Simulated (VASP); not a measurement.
# HfC (Fm-3m) in VASP: further runs

HfC is run at these levels: PBEsol; tasks: single point.

Program: VASP 6.6.1. These are calculated values, not measurements. Logs are shortened: lines on timing, memory, paths and dates and some standing lists are left out, and cuts for length are marked.

### Step 1. The cell of the first run

It takes space group Fm-3m (No. 225, cubic). Conventional cell: a = 4.665 Å, b = 4.665 Å, c = 4.665 Å, α = 90.00°, β = 90.00°, γ = 90.00°. Within 3.1 Å of Hf (site symmetry m-3m) lie 6 C at 2.33 Å. C (site symmetry m-3m) has 6 Hf at 2.33 Å within 3.1 Å.

### Step 2. Single point, PBEsol (12.69 Å³/atom)

Input file INCAR:

```
SYSTEM = HfC
PREC     = Accurate       ! precision mode
ENCUT    = 600            ! plane-wave cutoff, eV
EDIFF    = 1E-6           ! SCF threshold, eV
ISMEAR   = -1             ! smearing method
SIGMA    = 0.05           ! smearing width, eV
LREAL    = .False.        ! projectors in reciprocal space
LASPH    = .True.         ! aspherical terms in the spheres
NELM     = 120            ! most SCF steps
ALGO     = Normal         ! electronic algorithm
ISIF     = 2              ! what is computed and relaxed
LWAVE    = .False.        ! write WAVECAR
LCHARG   = .False.        ! write CHGCAR
GGA      = PS             ! functional
NBANDS   = 14             ! bands
GGA_COMPAT= .False.
```

Input file KPOINTS:

```
Automatic mesh
0
Gamma
  15 15 15
  0 0 0
```

Input file POSCAR:

```
HfC
1.0
    0.0000000000      2.3327243092      2.3327243092
    2.3327243092      0.0000000000      2.3327243092
    2.3327243092      2.3327243092      0.0000000000
Hf C
1 1
Direct
    0.5000000000      0.5000000000      0.5000000000
    0.0000000000      0.0000000000      0.0000000000
```

Potentials or basis: VASP PAW PBE potentials, release 64 (Hf_pv, C).

Started as:

```sh
> cat potpaw_PBE.64/Hf_pv/POTCAR potpaw_PBE.64/C/POTCAR > POTCAR
> mpirun -np 1 vasp_std > vasp.out
```

OUTCAR:

```text
SYSTEM = HfC
   PREC = Accurate
   ENCUT = 600
   EDIFF = 1E-6
   ISMEAR = -1
   LREAL = .False.
   LASPH = .True.
   NELM = 120
   ISIF = 2
   GGA = PS

 ion  position               nearest neighbor table
   1  0.500  0.500  0.500-   2 2.33   2 2.33   2 2.33   2 2.33   2 2.33   2 2.33
   2  0.000  0.000  0.000-   1 2.33   1 2.33   1 2.33   1 2.33   1 2.33   1 2.33

  LATTYP: Found a face centered cubic cell.
 ALAT       =     4.6654486184

  Lattice vectors:

 A1 = (   0.0000000000,   2.3327243092,   2.3327243092)
 A2 = (   2.3327243092,   0.0000000000,   2.3327243092)
 A3 = (   2.3327243092,   2.3327243092,   0.0000000000)

Analysis of symmetry for initial positions (statically):
=====================================================================
 Subroutine PRICEL returns:
 Original cell was already a primitive cell.

 Routine SETGRP: Setting up the symmetry group for a
 face centered cubic supercell.

 Subroutine GETGRP returns: Found 48 space group operations
 (whereof 48 operations were pure point group operations)
 out of a pool of 48 trial point group operations.

The static configuration has the point symmetry O_h .

Analysis of symmetry for dynamics (positions and initial velocities):
=====================================================================
 Subroutine PRICEL returns:
 Original cell was already a primitive cell.

 Routine SETGRP: Setting up the symmetry group for a
 face centered cubic supercell.

 Subroutine GETGRP returns: Found 48 space group operations
 (whereof 48 operations were pure point group operations)
 out of a pool of 48 trial point group operations.

The dynamic configuration has the point symmetry O_h .

 Subroutine INISYM returns: Found 48 space group operations
 (whereof 48 operations are pure point group operations),
 and found     1 'primitive' translations

----------------------------------------------------------------------------------------

                                     Primitive cell

  volume of cell :      25.3875

  direct lattice vectors                    reciprocal lattice vectors
     0.000000000  2.332724309  2.332724309    -0.214341660  0.214341660  0.214341660
     2.332724309  0.000000000  2.332724309     0.214341660 -0.214341660  0.214341660
     2.332724309  2.332724309  0.000000000     0.214341660  0.214341660 -0.214341660

  length of vectors
     3.298970355  3.298970355  3.298970355     0.371250645  0.371250645  0.371250645

  position of ions in fractional coordinates (direct lattice)
     0.500000000  0.500000000  0.500000000
     0.000000000  0.000000000  0.000000000

  ion indices of the primitive-cell ions
   primitive index   ion index
                 1           1
                 2           2

----------------------------------------------------------------------------------------

 KPOINTS: Automatic mesh

Automatic generation of k-mesh.
 Grid dimensions read from file:
 generate k-points for:   15   15   15

 Generating k-lattice:

  Cartesian coordinates                     Fractional coordinates (reciprocal lattice)
    -0.014289444  0.014289444  0.014289444     0.066666667  0.000000000  0.000000000
     0.014289444 -0.014289444  0.014289444     0.000000000  0.066666667  0.000000000
     0.014289444  0.014289444 -0.014289444     0.000000000  0.000000000  0.066666667

  Length of vectors
     0.024750043  0.024750043  0.024750043

  Shift w.r.t. Gamma in fractional coordinates (k-lattice)
     0.000000000  0.000000000  0.000000000

 Subroutine IBZKPT returns following result:
 ===========================================

 Found    120 irreducible k-points:

 Following reciprocal coordinates:
            Coordinates               Weight
  0.000000  0.000000  0.000000      1.000000
  0.066667  0.000000  0.000000      8.000000
  0.133333  0.000000  0.000000      8.000000
  0.200000  0.000000  0.000000      8.000000
  0.266667  0.000000  0.000000      8.000000
  0.333333  0.000000  0.000000      8.000000
[... 16 lines left out ...]
  0.133333  0.133333  0.000000      6.000000
  0.200000  0.133333  0.000000     24.000000
 [... further k-points ...]
   k-points           NKPTS =    120   k-points in BZ     NKDIM =    120   number of bands    NBANDS=     14
   number of dos      NEDOS =    301   number of ions     NIONS =      2
   total plane-waves  NPLWV =  21952
   dimension x,y,z NGX =    28 NGY =   28 NGZ =   28
   dimension x,y,z NGXF=    56 NGYF=   56 NGZF=   56
   ions per type =               1   1
   NGX,Y,Z   is equivalent  to a cutoff of  14.11, 14.11, 14.11 a.u.
   NGXF,Y,Z  is equivalent  to a cutoff of  28.22, 28.22, 28.22 a.u.
 SYSTEM =  HfC
   PREC   = accura    normal or accurate (medium, high low for compatibility)
   ISTART =      0    job   : 0-new  1-cont  2-samecut
   ICHARG =      2    charge: 1-file 2-atom 10-const
   ISPIN  =      1    spin polarized calculation?
   LNONCOLLINEAR =      F non collinear calculations
   LSORBIT =      F    spin-orbit coupling
   LASPH  =      T    aspherical Exc in radial PAW
   ENCUT  =  600.0 eV  44.10 Ry    6.64 a.u.   6.59  6.59  6.59*2*pi/ulx,y,z
   NELM   =    120;   NELMIN=  2; NELMDL= -5     # of ELM steps
   EDIFF  = 0.1E-05   stopping-criterion for ELM
   LREAL  =      F    real-space projection
   EDIFFG = 0.1E-04   stopping-criterion for IOM
   NSW    =      0    number of steps for IOM
   IBRION =     -1    ionic relax: 0-MD 1-quasi-New 2-CG
   NFREE  =      0    steps in history (QN), initial steepest desc. (CG)
   ISIF   =      2    stress and relaxation
   ISYM   =      2    0-nonsym 1-usesym 2-fastsym
   POTIM  = 0.5000    time-step for ionic-motion
   TEBEG  =    0.0;   TEEND  =   0.0 temperature during run
   PSTRESS=    0.0 pullay stress
   NELECT =      14.0000    total number of electrons
   NUPDOWN=      -1.0000    fix difference up-down
   EMIN   =  10.00;   EMAX   =-10.00  energy-range for DOS
   EFERMI =   0.00;   METHOD = LEGACY
   ISMEAR =    -1;   SIGMA  =   0.05  broadening in eV -4-tet -1-fermi 0-gaus
   EFERMI_NEDOS =   21; number of points for ismear=-14 and -15
   IALGO  =     38    algorithm
   IMIX   =      4    mixing-type and parameters
     AMIX     =   0.40;   BMIX     =  1.00
     AMIX_MAG =   1.60;   BMIX_MAG =  1.00
  volume/ion in A,a.u.               =      12.69        85.66
  Fermi-wavevector in a.u.,A,eV,Ry     =   1.342489  2.536937 24.521466  1.802277
  Thomas-Fermi vector in A             =   2.470639
   LORBIT       =      0    0 simple, 1 ext, 2 COOP (PROOUT), +10 PAW based schemes
   GGA     = PS    functional components
   LHFCALC =     F    Hartree Fock is set to
   AEXX    =    0.0000 exact exchange contribution
   IVDW    =     0    specifies the selected vdW correction
   LEPSILON=     F    determine dielectric tensor
   LRPA    =     F    only Hartree local field effects (RPA)
 non-spin polarized calculation
  energy-cutoff  :      600.00
  volume of cell :       25.39
 maximum number of plane-waves:       877
   NGX = 13   NGY = 13   NGZ = 13

 number of electron      14.0000001 magnetization

 Free energy of the ion-electron system (eV)
  ---------------------------------------------------
  ext. energy  EPLUGINS =         0.00000000
  ---------------------------------------------------
  free energy    TOTEN  =       -22.16857289 eV

  energy without entropy =      -22.16534955  energy(sigma->0) =      -22.16696122

 E-fermi :   5.6964     XC(G=0): -12.3716

 val. band max:        5.6832001878   @ k =   0.4000   0.3333   0.0000
 cond. band min:       5.7246776826   @ k =   0.4667   0.4000   0.0000
 fundamental gap:      0.0414774948
 Fermi energy:         5.6963799606

 k-point     1 :       0.0000    0.0000    0.0000
  band No.  band energies     occupation
      1     -23.8189      2.00000
      2     -23.8189      2.00000
      3     -23.8189      2.00000
      4      -6.5086      2.00000
      5       6.7513      0.00000
      6       6.7513      0.00000
      7       6.7513      0.00000
      8       7.0716      0.00000
      9       7.0716      0.00000
     10       7.0716      0.00000
     11       9.0629      0.00000
     12       9.0629      0.00000
     13      12.4415      0.00000
     14      16.6455      0.00000

 k-point     2 :       0.0667    0.0000    0.0000
  band No.  band energies     occupation
      1     -23.8493      2.00000
      2     -23.8218      2.00000
      3     -23.8218      2.00000
      4      -6.3973      2.00000
      5       5.9193      0.02290
      6       6.1787      0.00013
      7       6.1787      0.00013
      8       7.3160      0.00000
      9       7.3160      0.00000
     10       7.6191      0.00000
     11       9.6210      0.00000
     12       9.6210      0.00000
     13      12.6999      0.00000
     14      16.9594      0.00000

 k-point     3 :       0.1333    0.0000    0.0000
  band No.  band energies     occupation
      1     -23.9342      2.00000
      2     -23.8301      2.00000
      3     -23.8301      2.00000
      4      -6.0736      2.00000
      5       4.7794      2.00000
      6       5.3249      1.99881
      7       5.3249      1.99881
      8       7.6839      0.00000
      9       7.6839      0.00000
     10       8.0454      0.00000
     11      10.7842      0.00000
     12      10.7842      0.00000
     13      13.3564      0.00000
     14      17.8202      0.00000

 k-point     4 :       0.2000    0.0000    0.0000
  band No.  band energies     occupation
      1     -24.0566      2.00000
      2     -23.8424      2.00000
      3     -23.8424      2.00000
      4      -5.5660      2.00000
      5       3.5868      2.00000
      6       4.5226      2.00000
      7       4.5226      2.00000
      8       8.2148      0.00000
      9       8.2148      0.00000
     10       8.3813      0.00000
     11      12.1398      0.00000
     12      12.1398      0.00000
     13      14.1453      0.00000
     14      18.9366      0.00000

 k-point     5 :       0.2667    0.0000    0.0000
  band No.  band energies     occupation
      1     -24.1934      2.00000
      2     -23.8563      2.00000
      3     -23.8563      2.00000
      4      -4.9172      2.00000
      5       2.4232      2.00000
      6       3.8479      2.00000
      7       3.8479      2.00000
      8       8.7851      0.00000
      9       8.8983      0.00000
     10       8.8983      0.00000
     11      13.5437      0.00000
[... 276 lines left out ...]
 k-point    22 :      -0.0667    0.0667    0.0000
  band No.  band energies     occupation
      1     -23.8909      2.00000
      2     -23.8389      2.00000
      3     -23.8211      2.00000
      4      -6.2167      2.00000
      5       5.2325      1.99981
      6       5.5636      1.86879
      7       5.6819      1.14387
      8       7.2533      0.00000
      9       7.9580      0.00000
     10       7.9695      0.00000
     11       9.7090      0.00000
     12      10.7022      0.00000
     13      13.1236      0.00000
     14      17.4542      0.00000

 k-point    23 :       0.1333    0.1333    0.0000
  band No.  band energies     occupation
      1     -23.9263      2.00000
      2     -23.8567      2.00000
      3     -23.8567      2.00000
      4      -5.9544      2.00000
      5       4.0361      2.00000
      6       5.6638      1.31516
      7       5.6638      1.31516
      8       6.3271      0.00001
      9       8.9780      0.00000
     10       8.9780      0.00000
     11       9.3284      0.00000
     12      11.2131      0.00000
     13      14.1706      0.00000
     14      18.1924      0.00000

 k-point    24 :       0.2000    0.1333    0.0000
  band No.  band energies     occupation
      1     -24.0054      2.00000
      2     -23.8751      2.00000
      3     -23.8682      2.00000
      4      -5.6136      2.00000
      5       3.2846      2.00000
      6       5.0308      2.00000
      7       5.3024      1.99924
      8       6.4597      0.00000
      9       9.1609      0.00000
     10       9.4675      0.00000
     11      10.2199      0.00000
     12      11.8785      0.00000
     13      15.0916      0.00000
     14      19.0839      0.00000

 [... further k-points ...]

------------------------ aborting loop because EDIFF is reached ----------------------------------------

  FORCE on cell =-STRESS in cart. coord.  units (eV):
  Direction    XX          YY          ZZ          XY          YZ          ZX
  --------------------------------------------------------------------------------------
  -------------------------------------------------------------------------------------
  Total       -1.4717831     -1.4717831     -1.4717831     -0.0000000      0.0000000      0.0000000
  in kB      -92.8825528    -92.8825528    -92.8825528     -0.0000000      0.0000000      0.0000000
  external PRESSURE =     -92.8825528 kB  Pullay stress =       0.0000000 kB

 VOLUME and BASIS-vectors are now :
 -----------------------------------------------------------------------------
  energy-cutoff  :      600.00
  volume of cell :       25.39
      direct lattice vectors                 reciprocal lattice vectors
     0.000000000  2.332724309  2.332724309    -0.214341660  0.214341660  0.214341660
     2.332724309  0.000000000  2.332724309     0.214341660 -0.214341660  0.214341660
     2.332724309  2.332724309  0.000000000     0.214341660  0.214341660 -0.214341660

 POSITION                                       TOTAL-FORCE (eV/Angst)
 -----------------------------------------------------------------------------------
      2.33272      2.33272      2.33272         0.000000     -0.000000      0.000000
      0.00000      0.00000      0.00000        -0.000000      0.000000     -0.000000
 -----------------------------------------------------------------------------------
    total drift:                                0.000000      0.000000      0.000000

  FREE ENERGIE OF THE ION-ELECTRON SYSTEM (eV)
  ---------------------------------------------------
  free  energy   TOTEN  =       -22.1685728902 eV

  energy  without entropy=      -22.1653495462  energy(sigma->0) =      -22.16696122
```

It took 68 s on 1 thread of Intel Xeon 8259CL, shared host; peak memory 0.2 GiB.

Results:

| Item | Value |
| --- | --- |
| Free energy | -22.1686 eV |
| Pressure | -9.3 GPa |
| Band gap on the k mesh | zero (bands 7 and 8 overlap by 1.44 eV) |

Caveat: the cell stands under tension; the PAW data sets were made with another functional, which shifts forces and pressure a little; spin-orbit coupling is left out, which moves the levels of the heavy elements.

(Part 1 of 2 ends here.)
